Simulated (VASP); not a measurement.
**Ag: single point with PBEsol**

Ag:

```
Ag
1.0
     0.00000    2.04275    2.04275
     2.04275    0.00000    2.04275
     2.04275    2.04275    0.00000
Ag
1
Direct
  0.00000 0.00000 0.00000
```

| Property | Result |
| --- | --- |
| Program | VASP 6.6.1 |
| Task | single point |
| Functional | PBEsol |
| Potentials or basis | VASP PAW PBE potentials, release 64 (Ag) |
| Cutoff | 520 eV |
| k mesh | 6 × 6 × 6 |
| Occupations | fermi-dirac, width 0.05 eV |
| Spin | no spin polarisation |

The pressure is -2.0 GPa.

Levels at points of the mesh, in eV from the Fermi level:
| k point | band 4 | band 5 | band 6 | band 7 | band 8 | band 9 |
| --- | --- | --- | --- | --- | --- | --- |
| (0.00, 0.00, 0.00) | -4.59 | -3.54 | -3.54 | 16.17 | 19.74 | 19.74 |
| (0.50, 0.00, 0.00) | -2.74 | -2.74 | -0.27 | 3.77 | 15.40 | 18.00 |
| (0.50, 0.50, 0.00) | -2.53 | -2.53 | 1.73 | 6.90 | 10.79 | 10.79 |

It took 4.6 s on 1 thread of Intel(R) Xeon(R) Platinum 8488C (Sapphire Rapids), with other jobs on the host, peak memory 0.14 GiB.

Caveat: the k points lie up to 0.44 Å⁻¹ apart; the PAW data sets were made with another functional, which shifts forces and pressure a little.
